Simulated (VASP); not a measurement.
**Ge2SbO3: single point with PBE**

Crystal: Ge2SbO3.

```xyz
6
Lattice="6.4402 0.0000 0.0000 -3.2201 5.5774 0.0000 0.0000 0.0000 3.0372" Properties=species:S:1:pos:R:3 pbc="T T T"
Ge    0.0000    3.7183    1.5186
Ge    3.2201    1.8591    1.5186
Sb    0.0000    0.0000    1.5186
O     3.2201    0.0000    1.5186
O    -1.6101    2.7887    1.5186
O     1.6101    2.7887    1.5186
```

The cell was generated, and may not be a known phase.

```yaml
Program: VASP 6.6.1
Task: single point
Functional: PBE
Potentials_or_basis: VASP PAW PBE potentials, release 64 (Ge_d, Sb, O)
Cutoff: 520 eV
k_mesh: 3 × 3 × 6
Occupations: gaussian, width 0.1 eV
Spin: no spin polarisation
```

```
Pressure               : 0.1 GPa
Band gap on the k mesh : zero (an odd number of electrons rules out a gap without spin polarisation)
```

Stress tensor (GPa, compression positive):
```
0.13 0.00 0.00
0.00 0.13 0.00
0.00 0.00 0.01
```

Levels at points of the mesh, in eV from the Fermi level:
| k point | band 22 | band 23 | band 24 | band 25 | band 26 | band 27 | band 28 | band 29 | band 30 | band 31 |
| --- | --- | --- | --- | --- | --- | --- | --- | --- | --- | --- |
| (0.00, 0.00, 0.00) | -2.77 | -2.06 | -2.06 | 0.16 | 0.16 | 2.15 | 3.23 | 3.23 | 6.03 | 6.24 |
| (0.00, 0.00, 0.50) | -3.54 | -3.25 | -2.57 | -1.92 | -1.58 | 2.01 | 2.01 | 2.07 | 4.85 | 4.85 |

It took 60 s on 1 thread of Oxide Virtual Turin-like Processor (shared host), peak memory 0.21 GiB.

Caveat: the k points lie up to 0.38 Å⁻¹ apart, too coarse for converged energies and pressures of a metal; spin-orbit coupling is left out, which moves the levels of the heavy elements; an odd number of electrons without spin polarisation forces a metal; a magnetic or distorted state may lie lower.
